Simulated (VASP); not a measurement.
# AlNiC4N4 (P-43m) in VASP: further runs

AlNiC4N4 is run at these levels: PBE; tasks: single point.

Everything below comes from runs of VASP 6.6.1. Logs are shortened: lines on timing, memory, paths and dates and some standing lists are left out, and cuts for length are marked.

**1. The cell of the first run**

The structure is cubic, space group P-43m (No. 215). The conventional cell has a = 5.665 Å, b = 5.665 Å, c = 5.665 Å, α = 90.00°, β = 90.00°, γ = 90.00°. Al (site symmetry -43m) has 4 N at 1.84 Å within 2.4 Å. Ni (site symmetry -43m) has 4 C at 1.88 Å within 2.5 Å. C (site symmetry 3m) has 1 N at 1.18 Å within 1.6 Å. N (site symmetry 3m) has 1 C at 1.18 Å within 1.6 Å.

**2. Single point, PBE, collinear spin, ferromagnetic start**

INCAR reads:

```
PREC = Accurate ; ENCUT = 520
EDIFF = 1E-6 ; ISMEAR = 0
SIGMA = 0.1 ; LREAL = F
LASPH = T ; NELM = 150
ALGO = Normal ; ISIF = 2
LWAVE = F ; LCHARG = F
ISPIN = 2 ; MAGMOM = 0 2 0 0 0 0 0 0 0 0
LORBIT = 11 ; LMAXMIX = 4
GGA = PE ; NBANDS = 40
```

KPOINTS reads:

```
regular mesh
0
Gamma
  4 4 4
```

POSCAR reads:

```
AlNiC4N4
1.0
    5.6646769812      0.0000000000      0.0000000000
    0.0000000000      5.6646769812      0.0000000000
    0.0000000000      0.0000000000      5.6646769812
Al Ni C N
1 1 4 4
Direct
    0.5000000000      0.5000000000      0.5000000000
    0.0000000000      0.0000000000      0.0000000000
    0.1920461924      0.1920461924      0.1920461924
    0.1920461924      0.8079538076      0.8079538076
    0.8079538076      0.1920461924      0.8079538076
    0.8079538076      0.8079538076      0.1920461924
    0.3120750603      0.3120750603      0.3120750603
    0.3120750603      0.6879249397      0.6879249397
    0.6879249397      0.3120750603      0.6879249397
    0.6879249397      0.6879249397      0.3120750603
```

Potentials or basis: VASP PAW PBE potentials, release 64 (Al, Ni, C, N).

The run is started by

```bash
$ cat potpaw_PBE.64/Al/POTCAR potpaw_PBE.64/Ni/POTCAR potpaw_PBE.64/C/POTCAR potpaw_PBE.64/N/POTCAR > POTCAR
$ mpirun -np 1 vasp_std > vasp.out
```

OUTCAR:

```text
PREC = Accurate
   ENCUT = 520
   EDIFF = 1E-6
   ISMEAR = 0
   LREAL = F
   LASPH = T
   NELM = 150
   ISIF = 2
   ISPIN = 2
   LORBIT = 11
   GGA = PE

 ion  position               nearest neighbor table
   1  0.500  0.500  0.500-   7 1.84   8 1.84   9 1.84  10 1.84
   2  0.000  0.000  0.000-   3 1.88   4 1.88   5 1.88   6 1.88
   3  0.192  0.192  0.192-   7 1.18   2 1.88
   4  0.192  0.808  0.808-   8 1.18   2 1.88
   5  0.808  0.192  0.808-   9 1.18   2 1.88
   6  0.808  0.808  0.192-  10 1.18   2 1.88
   7  0.312  0.312  0.312-   3 1.18   1 1.84
   8  0.312  0.688  0.688-   4 1.18   1 1.84
   9  0.688  0.312  0.688-   5 1.18   1 1.84
  10  0.688  0.688  0.312-   6 1.18   1 1.84

  LATTYP: Found a simple cubic cell.
 ALAT       =     5.6646769812

  Lattice vectors:

 A1 = (   5.6646769812,   0.0000000000,   0.0000000000)
 A2 = (   0.0000000000,   5.6646769812,   0.0000000000)
 A3 = (   0.0000000000,   0.0000000000,   5.6646769812)

Analysis of symmetry for initial positions (statically):
=====================================================================
 Subroutine PRICEL returns:
 Original cell was already a primitive cell.

 Routine SETGRP: Setting up the symmetry group for a
 simple cubic supercell.

 Subroutine GETGRP returns: Found 24 space group operations
 (whereof 24 operations were pure point group operations)
 out of a pool of 48 trial point group operations.

The static configuration has the point symmetry T_d .

Analysis of symmetry for dynamics (positions and initial velocities):
=====================================================================
 Subroutine PRICEL returns:
 Original cell was already a primitive cell.

 Routine SETGRP: Setting up the symmetry group for a
 simple cubic supercell.

 Subroutine GETGRP returns: Found 24 space group operations
 (whereof 24 operations were pure point group operations)
 out of a pool of 48 trial point group operations.

The dynamic configuration has the point symmetry T_d .

Analysis of structural, dynamic, and magnetic symmetry:
=====================================================================
 Subroutine PRICEL returns:
 Original cell was already a primitive cell.

 Routine SETGRP: Setting up the symmetry group for a
 simple cubic supercell.

 Subroutine GETGRP returns: Found 24 space group operations
 (whereof 24 operations were pure point group operations)
 out of a pool of 48 trial point group operations.

The overall configuration has the point symmetry T_d .

 Subroutine INISYM returns: Found 24 space group operations
 (whereof 24 operations are pure point group operations),
 and found     1 'primitive' translations

----------------------------------------------------------------------------------------

                                     Primitive cell

  volume of cell :     181.7714

  direct lattice vectors                    reciprocal lattice vectors
     5.664676981  0.000000000  0.000000000     0.176532573  0.000000000  0.000000000
     0.000000000  5.664676981  0.000000000     0.000000000  0.176532573  0.000000000
     0.000000000  0.000000000  5.664676981     0.000000000  0.000000000  0.176532573

  length of vectors
     5.664676981  5.664676981  5.664676981     0.176532573  0.176532573  0.176532573

  position of ions in fractional coordinates (direct lattice)
     0.500000000  0.500000000  0.500000000
     0.000000000  0.000000000  0.000000000
     0.192046192  0.192046192  0.192046192
     0.192046192  0.807953808  0.807953808
     0.807953808  0.192046192  0.807953808
     0.807953808  0.807953808  0.192046192
     0.312075060  0.312075060  0.312075060
     0.312075060  0.687924940  0.687924940
     0.687924940  0.312075060  0.687924940
     0.687924940  0.687924940  0.312075060
[... 53 lines left out ...]
   number of dos      NEDOS =    301   number of ions     NIONS =     10
   total plane-waves  NPLWV =  74088
   dimension x,y,z NGX =    42 NGY =   42 NGZ =   42
   dimension x,y,z NGXF=    84 NGYF=   84 NGZF=   84
   ions per type =               1   1   4   4
   NGX,Y,Z   is equivalent  to a cutoff of  12.33, 12.33, 12.33 a.u.
   NGXF,Y,Z  is equivalent  to a cutoff of  24.65, 24.65, 24.65 a.u.
 SYSTEM =  unknown system
   PREC   = accura    normal or accurate (medium, high low for compatibility)
   ISTART =      0    job   : 0-new  1-cont  2-samecut
   ICHARG =      2    charge: 1-file 2-atom 10-const
   ISPIN  =      2    spin polarized calculation?
   LNONCOLLINEAR =      F non collinear calculations
   LSORBIT =      F    spin-orbit coupling
   LASPH  =      T    aspherical Exc in radial PAW
   ENCUT  =  520.0 eV  38.22 Ry    6.18 a.u.  10.53 10.53 10.53*2*pi/ulx,y,z
   NELM   =    150;   NELMIN=  2; NELMDL= -5     # of ELM steps
   EDIFF  = 0.1E-05   stopping-criterion for ELM
   LREAL  =      F    real-space projection
   EDIFFG = 0.1E-04   stopping-criterion for IOM
   NSW    =      0    number of steps for IOM
   IBRION =     -1    ionic relax: 0-MD 1-quasi-New 2-CG
   NFREE  =      0    steps in history (QN), initial steepest desc. (CG)
   ISIF   =      2    stress and relaxation
   ISYM   =      2    0-nonsym 1-usesym 2-fastsym
   POTIM  = 0.5000    time-step for ionic-motion
   TEBEG  =    0.0;   TEEND  =   0.0 temperature during run
   PSTRESS=    0.0 pullay stress
   NELECT =      49.0000    total number of electrons
   NUPDOWN=      -1.0000    fix difference up-down
   EMIN   =  10.00;   EMAX   =-10.00  energy-range for DOS
   EFERMI =   0.00;   METHOD = LEGACY
   ISMEAR =     0;   SIGMA  =   0.10  broadening in eV -4-tet -1-fermi 0-gaus
   EFERMI_NEDOS =   21; number of points for ismear=-14 and -15
   IALGO  =     38    algorithm
   IMIX   =      4    mixing-type and parameters
     AMIX     =   0.40;   BMIX     =  1.00
     AMIX_MAG =   1.60;   BMIX_MAG =  1.00
  volume/ion in A,a.u.               =      18.18       122.67
  Fermi-wavevector in a.u.,A,eV,Ry     =   1.057544  1.998468 15.216741  1.118399
  Thomas-Fermi vector in A             =   2.192820
   LORBIT       =     11    0 simple, 1 ext, 2 COOP (PROOUT), +10 PAW based schemes
   GGA     = PE    functional components
   LHFCALC =     F    Hartree Fock is set to
   AEXX    =    0.0000 exact exchange contribution
   IVDW    =     0    specifies the selected vdW correction
   LEPSILON=     F    determine dielectric tensor
   LRPA    =     F    only Hartree local field effects (RPA)
 spin polarized calculation
 Gauss-broadening in eV      SIGMA  =   0.10
  energy-cutoff  :      520.00
  volume of cell :      181.77
 maximum number of plane-waves:      4945
   NGX = 21   NGY = 21   NGZ = 21

 number of electron      48.9999999 magnetization       1.0002526

 Free energy of the ion-electron system (eV)
  ---------------------------------------------------
  ext. energy  EPLUGINS =         0.00000000
  ---------------------------------------------------
  free energy    TOTEN  =       -78.67272497 eV

  energy without entropy =      -78.61441149  energy(sigma->0) =      -78.64356823

 E-fermi :  -0.2115     XC(G=0):  -7.5004

 val. band max:       -0.2196838321   @ k =   0.5000   0.2500   0.0000
 cond. band min:      -0.2065327689   @ k =   0.5000   0.2500   0.2500
 fundamental gap:      0.0131510632
 Fermi energy:        -0.2114660814

 spin component 1

 k-point     1 :       0.0000    0.0000    0.0000
  band No.  band energies     occupation
      1     -18.2234      1.00000
      2     -17.9688      1.00000
      3     -17.9688      1.00000
      4     -17.9688      1.00000
      5      -9.9943      1.00000
      6      -7.9459      1.00000
[... 379 lines left out ...]
     35       7.2086      0.00000
     36       7.2086      0.00000
 Fermi energy:        -0.2114660814

 spin component 2

 k-point     1 :       0.0000    0.0000    0.0000
  band No.  band energies     occupation
      1     -18.1919      1.00000
      2     -17.9365      1.00000
      3     -17.9365      1.00000
      4     -17.9365      1.00000
      5      -9.9709      1.00000
      6      -7.9096      1.00000
[... 379 lines left out ...]
     35       7.2500      0.00000
     36       7.2500      0.00000
 [bands above 36 left out]

------------------------ aborting loop because EDIFF is reached ----------------------------------------

  FORCE on cell =-STRESS in cart. coord.  units (eV):
  Direction    XX          YY          ZZ          XY          YZ          ZX
  --------------------------------------------------------------------------------------
  -------------------------------------------------------------------------------------
  Total        0.1022311      0.1022311      0.1022311     -0.0000000      0.0000000     -0.0000000
  in kB        0.9010897      0.9010897      0.9010897     -0.0000000      0.0000000     -0.0000000
  external PRESSURE =       0.9010897 kB  Pullay stress =       0.0000000 kB

 VOLUME and BASIS-vectors are now :
 -----------------------------------------------------------------------------
  energy-cutoff  :      520.00
  volume of cell :      181.77
      direct lattice vectors                 reciprocal lattice vectors
     5.664676981  0.000000000  0.000000000     0.176532573  0.000000000  0.000000000
     0.000000000  5.664676981  0.000000000     0.000000000  0.176532573  0.000000000
     0.000000000  0.000000000  5.664676981     0.000000000  0.000000000  0.176532573

 POSITION                                       TOTAL-FORCE (eV/Angst)
 -----------------------------------------------------------------------------------
      2.83234      2.83234      2.83234         0.000000      0.000000      0.000000
      0.00000      0.00000      0.00000        -0.000000      0.000000      0.000000
      1.08788      1.08788      1.08788        -0.190346     -0.190346     -0.190346
      1.08788      4.57680      4.57680        -0.190346      0.190346      0.190346
      4.57680      1.08788      4.57680         0.190346     -0.190346      0.190346
      4.57680      4.57680      1.08788         0.190346      0.190346     -0.190346
      1.76780      1.76780      1.76780         0.211350      0.211350      0.211350
      1.76780      3.89687      3.89687         0.211350     -0.211350     -0.211350
      3.89687      1.76780      3.89687        -0.211350      0.211350     -0.211350
      3.89687      3.89687      1.76780        -0.211350     -0.211350      0.211350
 -----------------------------------------------------------------------------------
    total drift:                               -0.000000     -0.000000      0.000000

  FREE ENERGIE OF THE ION-ELECTRON SYSTEM (eV)
  ---------------------------------------------------
  free  energy   TOTEN  =       -78.6727249715 eV

  energy  without entropy=      -78.6144114899  energy(sigma->0) =      -78.64356823

 total charge

# of ion       s       p       d       tot
------------------------------------------
    1        0.334   0.422   0.000   0.757
    2        0.523   0.823   8.250   9.596
    3        0.965   1.569   0.000   2.534
    4        0.965   1.569   0.000   2.534
    5        0.965   1.569   0.000   2.534
    6        0.965   1.569   0.000   2.534
    7        1.288   2.684   0.000   3.971
    8        1.288   2.684   0.000   3.971
    9        1.288   2.684   0.000   3.971
   10        1.288   2.684   0.000   3.971
--------------------------------------------------
tot          9.867  18.258   8.250  36.374

 magnetization (x)

# of ion       s       p       d       tot
------------------------------------------
    1        0.000  -0.000   0.000   0.000
    2        0.002   0.057   0.701   0.760
    3        0.007   0.006   0.000   0.013
    4        0.007   0.006   0.000   0.013
    5        0.007   0.006   0.000   0.013
    6        0.007   0.006   0.000   0.013
    7        0.001   0.017   0.000   0.018
    8        0.001   0.017   0.000   0.018
    9        0.001   0.017   0.000   0.018
   10        0.001   0.017   0.000   0.018
--------------------------------------------------
tot          0.037   0.146   0.701   0.884
```

It took 4.4 min on 1 thread of Intel Xeon Platinum 8259CL at 2.50GHz (Skylake/Cascade Lake), shared host; peak memory 0.38 GiB.

Results:

```yaml
Free_energy: -78.6727 eV
Pressure: 0.1 GPa
Largest_force: 0.366 eV/Å
Band_gap_on_the_k_mesh: zero (filled and empty bands overlap)
Net_moment: 1.00 μB per cell
Site_moments: Al +0.00; Ni +0.76; C +0.01; N +0.02 μB
Valence_electrons_inside_the_program's_atomic_spheres: Al 0.76; Ni 9.60; C 2.53; N 3.97
```

Forces in eV/Å, atoms in the order of the input:
```
Al   0.000  0.000  0.000
Ni   0.000  0.000  0.000
C   -0.190 -0.190 -0.190
C   -0.190  0.190  0.190
C    0.190 -0.190  0.190
C    0.190  0.190 -0.190
N    0.211  0.211  0.211
N    0.211 -0.211 -0.211
N   -0.211  0.211 -0.211
N   -0.211 -0.211  0.211
```

Levels at points of the mesh, in eV from the Fermi level:
Spin up:
| k point | band 23 | band 24 | band 25 | band 26 | band 27 | band 28 |
| --- | --- | --- | --- | --- | --- | --- |
| (0.00, 0.00, 0.00) | -0.88 | -0.88 | -0.88 | 3.36 | 3.36 | 3.36 |
| (0.50, 0.00, 0.00) | -0.77 | -0.59 | -0.59 | 3.42 | 3.42 | 3.68 |
| (0.50, 0.50, 0.00) | -0.75 | -0.55 | -0.55 | 3.56 | 3.77 | 3.84 |
| (0.50, 0.50, 0.50) | -0.77 | -0.77 | -0.77 | 3.79 | 3.79 | 3.79 |
Spin down:
```
           k point  band 21  band 22  band 23  band 24  band 25  band 26  band 27  band 28  band 29  band 30
(0.00, 0.00, 0.00)    -1.35    -1.35    -0.27    -0.27    -0.27     3.56     3.56     3.56     4.02     4.02
(0.50, 0.00, 0.00)    -1.37    -1.20    -0.13     0.04     0.04     3.53     3.53     3.76     3.89     4.56
(0.50, 0.50, 0.00)    -1.35    -1.21    -0.09     0.09     0.09     3.64     3.92     3.92     3.94     4.40
(0.50, 0.50, 0.50)    -1.34    -1.34    -0.12    -0.12    -0.12     3.96     3.96     3.96     4.15     4.15
```

Caveat: a cell with one magnetic atom can't hold antiferromagnetic order, which such compounds often take.

(Part 1 of 2 ends here.)
